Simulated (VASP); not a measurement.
# HfH2 (I4/mmm) in VASP: notebook

The runs below take HfH2 through single point, with PBEsol.

Program: VASP 6.6.1. These are calculated values, not measurements. Logs are shortened: lines on timing, memory, paths and dates and some standing lists are left out, and cuts for length are marked.

**1. The cell of the first run**

The structure is tetragonal, space group I4/mmm (No. 139). The conventional cell has a = 3.366 Å, b = 3.366 Å, c = 3.943 Å, α = 90.00°, β = 90.00°, γ = 90.00°. Hf (site symmetry 4/mmm) has 8 H at 1.95 Å within 2.6 Å. Within 2.6 Å of H (site symmetry -4m2) lie 4 Hf at 1.95 Å and 6 H at 1.97 to 2.38 Å.

**2. Single point, PBEsol**

The input, INCAR:

```
SYSTEM = HfH2
PREC = Accurate
ENCUT = 520
EDIFF = 1E-6
ISMEAR = 0
SIGMA = 0.1
LREAL = .False.
LASPH = .True.
NELM = 100
ALGO = Normal
ISIF = 2
LWAVE = .False.
LCHARG = .False.
GGA = PS
NBANDS = 13
```

The input, KPOINTS:

```
Automatic mesh
0
Gamma
  16 16 16
  0 0 0
```

The input, POSCAR:

```
HfH2
1.0
   -1.6830047599      1.6830047599      1.9713414915
    1.6830047599     -1.6830047599      1.9713414915
    1.6830047599      1.6830047599     -1.9713414915
Hf H
1 2
Direct
    0.0000000000      0.0000000000      0.0000000000
    0.7500000000      0.2500000000      0.5000000000
    0.2500000000      0.7500000000      0.5000000000
```

Potentials or basis: VASP PAW PBE potentials, release 64 (Hf_pv, H).

Launch:

```sh
cat potpaw_PBE.64/Hf_pv/POTCAR potpaw_PBE.64/H/POTCAR > POTCAR
mpirun -np 1 vasp_std > vasp.out
```

OUTCAR:

```text
SYSTEM = HfH2
   PREC = Accurate
   ENCUT = 520
   EDIFF = 1E-6
   ISMEAR = 0
   LREAL = .False.
   LASPH = .True.
   NELM = 100
   ISIF = 2
   GGA = PS

 ion  position               nearest neighbor table
   1  0.000  0.000  0.000-   2 1.95   3 1.95   2 1.95   3 1.95   2 1.95   3 1.95   2 1.95   3 1.95

   2  0.750  0.250  0.500-   1 1.95   1 1.95   1 1.95   1 1.95
   3  0.250  0.750  0.500-   1 1.95   1 1.95   1 1.95   1 1.95

  LATTYP: Found a body centered tetragonal cell.
 ALAT       =     3.3660095198
 C/A-ratio  =     1.1713225883

  Lattice vectors:

 A1 = (  -1.6830047599,   1.6830047599,   1.9713414915)
 A2 = (   1.6830047599,  -1.6830047599,   1.9713414915)
 A3 = (   1.6830047599,   1.6830047599,  -1.9713414915)

Analysis of symmetry for initial positions (statically):
=====================================================================
 Subroutine PRICEL returns:
 Original cell was already a primitive cell.

 Routine SETGRP: Setting up the symmetry group for a
 body centered tetragonal supercell.

 Subroutine GETGRP returns: Found 16 space group operations
 (whereof 16 operations were pure point group operations)
 out of a pool of 16 trial point group operations.

The static configuration has the point symmetry D_4h.

Analysis of symmetry for dynamics (positions and initial velocities):
=====================================================================
 Subroutine PRICEL returns:
 Original cell was already a primitive cell.

 Routine SETGRP: Setting up the symmetry group for a
 body centered tetragonal supercell.

 Subroutine GETGRP returns: Found 16 space group operations
 (whereof 16 operations were pure point group operations)
 out of a pool of 16 trial point group operations.

The dynamic configuration has the point symmetry D_4h.

 Subroutine INISYM returns: Found 16 space group operations
 (whereof 16 operations are pure point group operations),
 and found     1 'primitive' translations

----------------------------------------------------------------------------------------

                                     Primitive cell

  volume of cell :      22.3353

  direct lattice vectors                    reciprocal lattice vectors
    -1.683004760  1.683004760  1.971341492     0.000000000  0.297087692  0.253634392
     1.683004760 -1.683004760  1.971341492     0.297087692  0.000000000  0.253634392
     1.683004760  1.683004760 -1.971341492     0.297087692  0.297087692  0.000000000

  length of vectors
     3.090501144  3.090501144  3.090501144     0.390629622  0.390629622  0.420145443

  position of ions in fractional coordinates (direct lattice)
     0.000000000  0.000000000  0.000000000
[... 95 lines left out ...]
   ISMEAR =     0;   SIGMA  =   0.10  broadening in eV -4-tet -1-fermi 0-gaus
   EFERMI_NEDOS =   21; number of points for ismear=-14 and -15
   IALGO  =     38    algorithm
   IMIX   =      4    mixing-type and parameters
     AMIX     =   0.40;   BMIX     =  1.00
     AMIX_MAG =   1.60;   BMIX_MAG =  1.00
  volume/ion in A,a.u.               =       7.45        50.24
  Fermi-wavevector in a.u.,A,eV,Ry     =   1.330876  2.514992 24.099075  1.771232
  Thomas-Fermi vector in A             =   2.459930
   LORBIT       =      0    0 simple, 1 ext, 2 COOP (PROOUT), +10 PAW based schemes
   GGA     = PS    functional components
   LHFCALC =     F    Hartree Fock is set to
   AEXX    =    0.0000 exact exchange contribution
   IVDW    =     0    specifies the selected vdW correction
   LEPSILON=     F    determine dielectric tensor
   LRPA    =     F    only Hartree local field effects (RPA)
 non-spin polarized calculation
 Gauss-broadening in eV      SIGMA  =   0.10
  energy-cutoff  :      520.00
  volume of cell :       22.34
 maximum number of plane-waves:       616
   NGX = 11   NGY = 11   NGZ = 11

 number of electron      11.9999997 magnetization

 Free energy of the ion-electron system (eV)
  ---------------------------------------------------
  ext. energy  EPLUGINS =         0.00000000
  ---------------------------------------------------
  free energy    TOTEN  =       -18.58131664 eV

  energy without entropy =      -18.57931990  energy(sigma->0) =      -18.58031827

 E-fermi :   6.3316     XC(G=0): -12.3116

 val. band max:        6.3264969492   @ k =  -0.1875  -0.1875   0.1250
 cond. band min:       6.3409227754   @ k =  -0.1875   0.4375   0.1250
 fundamental gap:      0.0144258262
 Fermi energy:         6.3315939683

 k-point     1 :       0.0000    0.0000    0.0000
  band No.  band energies     occupation
      1     -23.9665      2.00000
      2     -23.9665      2.00000
      3     -23.8833      2.00000
      4      -5.8089      2.00000
      5       5.4405      2.00000
      6       5.8436      2.00000
      7       5.8436      2.00000
      8       7.2053      0.00000
      9       8.0405      0.00000
     10      10.0728      0.00000
     11      18.5327      0.00000
     12      18.5327      0.00000
     13      19.4473      0.00000
[... 354 lines left out ...]
  band No.  band energies     occupation
      1     -24.0106      2.00000
      2     -23.9711      2.00000
      3     -23.8975      2.00000
      4      -5.6459      2.00000
      5       4.1874      2.00000
      6       5.9931      2.00000
      7       7.2627      0.00000
      8       7.2654      0.00000
      9       7.8942      0.00000
     10       9.8833      0.00000
     11      18.4363      0.00000
     12      18.7060      0.00000
     13      19.4523      0.00000

 [... further k-points ...]

------------------------ aborting loop because EDIFF is reached ----------------------------------------

  FORCE on cell =-STRESS in cart. coord.  units (eV):
  Direction    XX          YY          ZZ          XY          YZ          ZX
  --------------------------------------------------------------------------------------
  -------------------------------------------------------------------------------------
  Total        3.4177526      3.4177526      3.4058025      0.0000000      0.0000000     -0.0000000
  in kB      245.1651072    245.1651072    244.3078904      0.0000000      0.0000000     -0.0000000
  external PRESSURE =     244.8793682 kB  Pullay stress =       0.0000000 kB

 VOLUME and BASIS-vectors are now :
 -----------------------------------------------------------------------------
  energy-cutoff  :      520.00
  volume of cell :       22.34
      direct lattice vectors                 reciprocal lattice vectors
    -1.683004760  1.683004760  1.971341492     0.000000000  0.297087692  0.253634392
     1.683004760 -1.683004760  1.971341492     0.297087692  0.000000000  0.253634392
     1.683004760  1.683004760 -1.971341492     0.297087692  0.297087692  0.000000000

 POSITION                                       TOTAL-FORCE (eV/Angst)
 -----------------------------------------------------------------------------------
      0.00000      0.00000      0.00000         0.000000     -0.000000      0.000000
      0.00000      1.68300      0.98567         0.000000     -0.000000      0.000000
      1.68300      0.00000      0.98567        -0.000000      0.000000     -0.000000
 -----------------------------------------------------------------------------------
    total drift:                               -0.000000      0.000000      0.000000

  FREE ENERGIE OF THE ION-ELECTRON SYSTEM (eV)
  ---------------------------------------------------
  free  energy   TOTEN  =       -18.5813166362 eV

  energy  without entropy=      -18.5793198966  energy(sigma->0) =      -18.58031827
```

OSZICAR:

```text
N       E                     dE             d eps       ncg     rms          rms(c)
DAV:   1     0.166018371527E+02    0.16602E+02   -0.64854E+03  9130   0.879E+02
DAV:   2    -0.188845829875E+02   -0.35486E+02   -0.34200E+02 10982   0.186E+02
DAV:   3    -0.196573583514E+02   -0.77278E+00   -0.77027E+00 11526   0.194E+01
DAV:   4    -0.196596805250E+02   -0.23222E-02   -0.23220E-02 10128   0.131E+00
DAV:   5    -0.196596905540E+02   -0.10029E-04   -0.10029E-04 11500   0.747E-02    0.601E+01
DAV:   6    -0.187989663484E+02    0.86072E+00   -0.52456E-01 10334   0.595E+00    0.378E+01
DAV:   7    -0.186177626436E+02    0.18120E+00   -0.81550E-01 10659   0.700E+00    0.487E+00
DAV:   8    -0.185817140443E+02    0.36049E-01   -0.13848E-01  9969   0.301E+00    0.133E+00
DAV:   9    -0.185813477130E+02    0.36633E-03   -0.71496E-03 10999   0.655E-01    0.398E-01
DAV:  10    -0.185813382813E+02    0.94317E-05   -0.61466E-04 10702   0.189E-01    0.335E-01
DAV:  11    -0.185813164426E+02    0.21839E-04   -0.48451E-05 10449   0.583E-02    0.631E-02
DAV:  12    -0.185813166362E+02   -0.19358E-06   -0.39207E-06 10830   0.152E-02
   1 F= -.18581317E+02 E0= -.18580318E+02  d E =-.199674E-02
```

stdout:

```text
POSCAR found type information on POSCAR HfH
 POSCAR found :  2 types and       3 ions
 scaLAPACK will be used
 -----------------------------------------------------------------------------
|                                                                             |
|                                                                             |
|     You enforced a specific xc type in the INCAR file but a different       |
|     I HOPE YOU KNOW WHAT YOU ARE DOING!                                     |
|                                                                             |
 -----------------------------------------------------------------------------

 LDA part: xc-table for (Slater+PW92), standard interpolation
 POSCAR, INCAR and KPOINTS ok, starting setup
 FFT: planning ... GRIDC
 FFT: planning ... GRID_SOFT
 FFT: planning ... GRID
 WAVECAR not read
 entering main loop
```

Run time: 40 s. Hardware: 1 thread of AMD EPYC 9R45 (Zen 5), shared host; peak memory 0.19 GiB.

What came out:

```yaml
Free_energy: -18.5813 eV
Pressure: 24.5 GPa
Band_gap_on_the_k_mesh: zero (bands 6 and 7 overlap by 1.31 eV)
```

Levels at points of the mesh, in eV from the Fermi level:
```tsv
k point	band 2	band 3	band 4	band 5	band 6	band 7	band 8	band 9	band 10	band 11
(0.00, 0.00, 0.00)	-30.30	-30.21	-12.14	-0.89	-0.49	-0.49	0.87	1.71	3.74	12.20
(0.50, 0.00, 0.00)	-30.53	-30.28	-9.12	-4.94	-1.33	1.30	4.28	4.93	6.32	8.39
(0.50, 0.50, 0.00)	-30.57	-30.42	-6.94	-5.78	-4.76	4.43	4.60	6.79	7.28	9.30
(0.50, 0.50, 0.50)	-30.82	-30.82	-8.92	-4.39	-3.30	5.74	5.79	5.79	6.27	6.27
```

Caveat: the cell stands under pressure; the PAW data sets were made with another functional, which shifts forces and pressure a little; spin-orbit coupling is left out, which moves the levels of the heavy elements.

**3. Single point, PBEsol**

This run uses another cell than the first one, of 7.91 Å³/atom.

The input, INCAR:

```
SYSTEM = HfH2
PREC = Accurate ; ENCUT = 520
EDIFF = 1E-7 ; ISMEAR = 0
SIGMA = 0.1 ; LREAL = .FALSE.
LASPH = .TRUE. ; NELM = 60
ALGO = Normal ; ISIF = 2
LWAVE = .FALSE. ; LCHARG = .TRUE.
GGA = PS ; LELF = .TRUE.
LVHAR = .TRUE. ; NBANDS = 13
```

The input, KPOINTS:

```
regular mesh
0
G
  16 16 16
  0 0 0
```

The input, POSCAR:

```
HfH2
1.0
   -1.7049709019      1.7049709019      2.0400458790
    1.7049709019     -1.7049709019      2.0400458790
    1.7049709019      1.7049709019     -2.0400458790
Hf H
1 2
Direct
    0.0000000000      0.0000000000      0.0000000000
    0.7500000000      0.2500000000      0.5000000000
    0.2500000000      0.7500000000      0.5000000000
```

Potentials or basis: VASP PAW PBE potentials, release 64 (Hf_pv, H).

Launch:

```sh
cat potpaw_PBE.64/Hf_pv/POTCAR potpaw_PBE.64/H/POTCAR > POTCAR
mpirun -np 1 vasp_std > vasp.out
```

It took 46 s on 1 thread of AMD EPYC 9R45 (Zen 5), shared host; peak memory 0.2 GiB.

Results (log left out):

```yaml
Free_energy: -18.7354 eV
Pressure: 11.4 GPa
Band_gap_on_the_k_mesh: zero (bands 6 and 7 overlap by 1.27 eV)
```

Levels at points of the mesh, in eV from the Fermi level:
| k point | band 3 | band 4 | band 5 | band 6 | band 7 | band 8 | band 9 | band 10 |
| --- | --- | --- | --- | --- | --- | --- | --- | --- |
| (0.00, 0.00, 0.00) | -30.47 | -11.84 | -1.04 | -0.50 | -0.50 | 0.66 | 1.74 | 3.56 |
| (0.50, 0.00, 0.00) | -30.53 | -8.85 | -5.07 | -1.16 | 1.01 | 4.07 | 4.76 | 5.74 |
| (0.50, 0.50, 0.00) | -30.65 | -6.82 | -5.81 | -4.54 | 4.22 | 4.41 | 6.21 | 6.93 |
| (0.50, 0.50, 0.50) | -30.95 | -8.47 | -4.17 | -3.70 | 5.28 | 5.36 | 5.36 | 5.94 |

Caveat: the cell stands under pressure; the PAW data sets were made with another functional, which shifts forces and pressure a little; spin-orbit coupling is left out, which moves the levels of the heavy elements.

**4. Single point, PBEsol**

This run uses another cell than the first one, of 8.27 Å³/atom.

The input, INCAR:

```
SYSTEM = HfH2
PREC = Accurate ; ENCUT = 520
EDIFF = 1E-6 ; ISMEAR = 0
SIGMA = 0.1 ; LREAL = .False.
LASPH = .True. ; NELM = 80
ALGO = Normal ; ISIF = 2
LWAVE = .False. ; LCHARG = .False.
GGA = PS ; NBANDS = 13
```

The input, KPOINTS:

```
regular mesh
0
Gamma
  16 16 16
  0 0 0
```

The input, POSCAR:

```
HfH2
1.0
   -1.7222064383      1.7222064383      2.0899694361
    1.7222064383     -1.7222064383      2.0899694361
    1.7222064383      1.7222064383     -2.0899694361
Hf H
1 2
Direct
    0.0000000000      0.0000000000      0.0000000000
    0.7500000000      0.2500000000      0.5000000000
    0.2500000000      0.7500000000      0.5000000000
```

Launch:

```sh
cat potpaw_PBE.64/Hf_pv/POTCAR potpaw_PBE.64/H/POTCAR > POTCAR
mpirun -np 1 vasp_std > vasp.out
```

Run time: 40 s. Hardware: 1 thread of AMD EPYC 9R45 (Zen 5), shared host; peak memory 0.2 GiB.

Results (log left out):

```
Free energy            : -18.7850 eV
Pressure               : 3.4 GPa
Band gap on the k mesh : zero (bands 6 and 7 overlap by 1.22 eV)
```

Levels at points of the mesh, in eV from the Fermi level:
```
           k point  band 3  band 4  band 5  band 6  band 7  band 8  band 9  band 10
(0.00, 0.00, 0.00)  -30.65  -11.61   -1.12   -0.50   -0.50    0.53    1.75     3.40
(0.50, 0.00, 0.00)  -30.70   -8.65   -5.13   -1.04    0.84    3.91    4.66     5.35
(0.50, 0.50, 0.00)  -30.82   -6.71   -5.82   -4.38    4.05    4.26    5.81     6.68
(0.50, 0.50, 0.50)  -31.06   -8.16   -4.01   -3.94    4.96    5.06    5.06     5.72
```

Caveat: the cell stands under pressure; the PAW data sets were made with another functional, which shifts forces and pressure a little; spin-orbit coupling is left out, which moves the levels of the heavy elements.

**5. Single point, PBEsol**

This run uses another cell than the first one, of 8.42 Å³/atom.

The input, INCAR:

```
ALGO = Normal ; EDIFF = 1E-7
ENCUT = 520 ; GGA = PS
ISIF = 2 ; ISMEAR = 0
LASPH = True ; LCHARG = False
LREAL = False ; LWAVE = False
NBANDS = 13 ; NELM = 80
PREC = Accurate ; SIGMA = 0.1
```

The input, KPOINTS:

```
k-points
0
Gamma
  16 16 16
```

The input, POSCAR:

```
HfH2
1.0
   -1.7296361646      1.7296361646      2.1109831518
    1.7296361646     -1.7296361646      2.1109831518
    1.7296361646      1.7296361646     -2.1109831518
Hf H
1 2
Direct
    0.0000000000      0.0000000000      0.0000000000
    0.7500000000      0.2500000000      0.5000000000
    0.2500000000      0.7500000000      0.5000000000
```

Launch:

```sh
cat potpaw_PBE.64/Hf_pv/POTCAR potpaw_PBE.64/H/POTCAR > POTCAR
mpirun -np 1 vasp_std > vasp.out
```

It took 42 s on 1 thread of AMD EPYC 9R45 (Zen 5), shared host; peak memory 0.21 GiB.

It converged, with:

```
Free energy            : -18.7908 eV
Pressure               : 0.4 GPa
Band gap on the k mesh : zero (bands 6 and 7 overlap by 1.21 eV)
```

Levels at points of the mesh, in eV from the Fermi level:
| k point | band 2 | band 3 | band 4 | band 5 | band 6 | band 7 | band 8 | band 9 | band 10 | band 11 |
| --- | --- | --- | --- | --- | --- | --- | --- | --- | --- | --- |
| (0.00, 0.00, 0.00) | -30.79 | -30.72 | -11.51 | -1.15 | -0.50 | -0.50 | 0.48 | 1.74 | 3.33 | 11.85 |
| (0.50, 0.00, 0.00) | -30.93 | -30.77 | -8.57 | -5.16 | -1.00 | 0.77 | 3.84 | 4.62 | 5.20 | 6.79 |
| (0.50, 0.50, 0.00) | -30.96 | -30.89 | -6.65 | -5.81 | -4.32 | 3.98 | 4.19 | 5.65 | 6.58 | 7.60 |
| (0.50, 0.50, 0.50) | -31.11 | -31.11 | -8.03 | -4.03 | -3.95 | 4.83 | 4.93 | 4.93 | 5.63 | 5.63 |

Caveat: the PAW data sets were made with another functional, which shifts forces and pressure a little; spin-orbit coupling is left out, which moves the levels of the heavy elements.

**6. Overview**

```tsv
cell	gap on the mesh (eV)	pressure (GPa)
a = 3.091 Å, angles 114.0, 114.0, 100.7°, 3 atoms	none	24.5
a = 3.158 Å, angles 114.7, 114.7, 99.5°, 3 atoms	none	11.4
a = 3.209 Å, angles 115.1, 115.1, 98.7°, 3 atoms	none	3.4
a = 3.231 Å, angles 115.3, 115.3, 98.4°, 3 atoms	none	0.4
```

Alike in all rows: task single point; level PBEsol; potentials or basis VASP PAW PBE potentials, release 64 (Hf_pv, H); no spin polarisation; k mesh 16 × 16 × 16; cutoff (eV) 520; smearing gaussian 0.1 eV.

Caveats: the PAW data sets were made with another functional, which shifts forces and pressure a little; spin-orbit coupling is left out, which moves the levels of the heavy elements; the cell stands under pressure (at least some runs).

Total energies depend on the potentials used, so only differences within one code and one set of settings carry meaning.
